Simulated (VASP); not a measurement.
# CuO (Cc) in VASP: a series of runs, part 2 of 2

VASP 6.6.1. The steps go on from the part before.

## 3. Single point, PBE, collinear spin

INCAR reads:

```
SYSTEM = CuO
PREC = Accurate
ENCUT = 820
EDIFF = 1E-6
ISMEAR = -1
SIGMA = 0.03
LREAL = .False.
LASPH = .True.
NELM = 200
ALGO = Normal
ISIF = 2
LWAVE = .False.
LCHARG = .True.
ISPIN = 2
MAGMOM = 1 1 0 0
LORBIT = 11
LMAXMIX = 4
GGA = PE
LELF = .True.
LVHAR = .True.
NBANDS = 37
GGA_COMPAT = .False.
```

KPOINTS reads:

```
Automatic mesh
0
Gamma
  7 7 4
  0 0 0
```

POSCAR reads:

```
CuO
1.0
    2.3446500000     -1.7134000000      0.0000000000
    2.3446500000      1.7134000000      0.0000000000
   -0.8605500000      0.0000000000      5.0594400000
Cu O
2 2
Direct
    0.0032000000      0.4968000000      0.0000000000
    0.4968000000      0.0032000000      0.5000000000
    0.5714000000      0.4056000000      0.2537000000
    0.4056000000      0.5714000000      0.7537000000
```

Potentials or basis: VASP PAW PBE potentials, release 64 (Cu_sv_GW, O).

Command:

```
$ cat potpaw_PBE.64/Cu_sv_GW/POTCAR potpaw_PBE.64/O/POTCAR > POTCAR
$ mpirun -np 1 vasp_std > vasp.out
```

It took 2.8 min on 1 thread of Intel Xeon 6975P-C (Granite Rapids), shared host; peak memory 0.41 GiB.

Results (log left out):

* Free energy: -19.6516 eV
* Pressure: 4.9 GPa
* Largest force: 0.763 eV/Å
* Band gap on the k mesh: zero (filled and empty bands overlap)
* Net moment: 0.00 μB per cell
* Valence electrons inside the program's atomic spheres: Cu 17.48; O 4.96

Forces in eV/Å, atoms in the order of the input:
```
Cu  -0.629  0.355  0.246
Cu  -0.629 -0.355  0.246
O    0.629  0.323 -0.246
O    0.629 -0.323 -0.246
```

Stress tensor (GPa, compression positive):
```
 4.68  0.00 -1.69
 0.00  5.82  0.00
-1.69  0.00  4.18
```

Levels at points of the mesh, in eV from the Fermi level:
Spin up:
| k point | band 22 | band 23 | band 24 | band 25 | band 26 | band 27 | band 28 | band 29 |
| --- | --- | --- | --- | --- | --- | --- | --- | --- |
| (0.00, 0.00, 0.00) | -2.22 | -2.13 | -1.65 | 0.21 | 0.91 | 1.66 | 5.99 | 8.10 |
| (0.00, 0.00, 0.50) | -2.23 | -1.48 | -1.48 | 0.24 | 0.24 | 3.88 | 3.88 | 11.63 |
Spin down:
```csv
k point,band 23,band 24,band 25,band 26,band 27,band 28
"(0.00, 0.00, 0.00)",-2.13,-1.65,0.21,0.92,1.67,5.99
"(0.00, 0.00, 0.50)",-1.48,-1.48,0.25,0.25,3.88,3.88
```

Caveat: the cell stands under pressure; semilocal functionals often make such compounds metallic where correlation or magnetic order opens a gap, which also shifts bond lengths. With open d or f shells a metallic result of PBE can be an artefact of self-interaction; +U or a hybrid may open a gap.

## 4. Single point, PBE, collinear spin

INCAR reads:

```
SYSTEM = CuO
ALGO = Normal
EDIFF = 1E-6
ENCUT = 820
GGA = PE
GGA_COMPAT = .False.
ISIF = 2
ISMEAR = -1
ISPIN = 2
LASPH = .True.
LCHARG = .True.
LELF = .True.
LMAXMIX = 4
LORBIT = 11
LREAL = .False.
LVHAR = .True.
LWAVE = .False.
MAGMOM = 0.15 0.15 0 0
NBANDS = 37
NELM = 200
NUPDOWN = 0.3
PREC = Accurate
SIGMA = 0.03
```

KPOINTS reads:

```
k-points
0
Gamma
  7 7 4
  0 0 0
```

POSCAR is that of step 3.

Command:

```
$ cat potpaw_PBE.64/Cu_sv_GW/POTCAR potpaw_PBE.64/O/POTCAR > POTCAR
$ mpirun -np 1 vasp_std > vasp.out
```

Run time: 3.5 min. Hardware: 1 thread of Intel Xeon 6975P-C (Granite Rapids), shared host; peak memory 0.4 GiB.

The run converged. Its results:

```yaml
Free_energy: -19.6464 eV
Pressure: 5.0 GPa
Largest_force: 0.772 eV/Å
Net_moment: 0.30 μB per cell
Site_moments: Cu +0.10; O +0.05 μB
Valence_electrons_inside_the_program's_atomic_spheres: Cu 17.48; O 4.96
```

Forces in eV/Å, atoms in the order of the input:
```
Cu  -0.641  0.351  0.249
Cu  -0.641 -0.351  0.249
O    0.641  0.312 -0.249
O    0.641 -0.312 -0.249
```

Stress tensor (GPa, compression positive):
```
 4.83  0.00 -1.62
 0.00  5.94  0.00
-1.62  0.00  4.37
```

Caveat: the cell stands under pressure; the total moment is fixed, so each spin has its own Fermi level and the state may be an excited one.

## 5. Single point, PBE, collinear spin

INCAR reads:

```
SYSTEM = CuO
ALGO = Normal
EDIFF = 1E-6
ENCUT = 820
GGA = PE
GGA_COMPAT = .False.
ISIF = 2
ISMEAR = -1
ISPIN = 2
LASPH = .True.
LCHARG = .False.
LMAXMIX = 4
LORBIT = 11
LREAL = .False.
LWAVE = .False.
MAGMOM = 0.075 0.075 0 0
NBANDS = 37
NELM = 200
NUPDOWN = 0.15
PREC = Accurate
SIGMA = 0.03
```

KPOINTS is that of step 4.

POSCAR is that of step 4.

Command:

```
$ cat potpaw_PBE.64/Cu_sv_GW/POTCAR potpaw_PBE.64/O/POTCAR > POTCAR
$ mpirun -np 1 vasp_std > vasp.out
```

Run time: 15 min. Hardware: 1 thread of AMD EPYC 7R43 (Zen 3), shared host; peak memory 0.36 GiB.

It converged, with:

| Quantity | Value |
| --- | --- |
| Free energy | -19.6508 eV |
| Pressure | 5.0 GPa |
| Largest force | 0.765 eV/Å |
| Net moment | 0.15 μB per cell |
| Site moments | Cu +0.05; O +0.02 μB |
| Valence electrons inside the program's atomic spheres | Cu 17.48; O 4.96 |

Forces in eV/Å, atoms in the order of the input:
```
Cu  -0.632  0.354  0.247
Cu  -0.632 -0.354  0.247
O    0.632  0.321 -0.247
O    0.632 -0.321 -0.247
```

Stress tensor (GPa, compression positive):
```
 4.83  0.00 -1.69
 0.00  5.93  0.00
-1.69  0.00  4.33
```

Caveat: the cell stands under pressure; the total moment is fixed, so each spin has its own Fermi level and the state may be an excited one.

## 6. The runs side by side

```tsv
fixed moment (μB)	pressure (GPa)	moment (μB)	largest force (eV/Å)
0.9	5.5	0.90	0.79
-	4.9	0.00	0.76
0.3	5.0	0.30	0.77
0.15	5.0	0.15	0.77
```

Alike in all rows: task single point; level PBE; potentials or basis VASP PAW PBE potentials, release 64 (Cu_sv_GW, O); spin collinear; cell as given; k mesh 7 × 7 × 4; cutoff (eV) 820; smearing fermi-dirac 0.03 eV.

Caveats: the cell stands under pressure; the total moment is fixed, so each spin has its own Fermi level and the state may be an excited one (at least some runs); semilocal functionals often make such compounds metallic where correlation or magnetic order opens a gap, which also shifts bond lengths (at least some runs).

Total energies depend on the potentials used, so only differences within one code and one set of settings carry meaning.
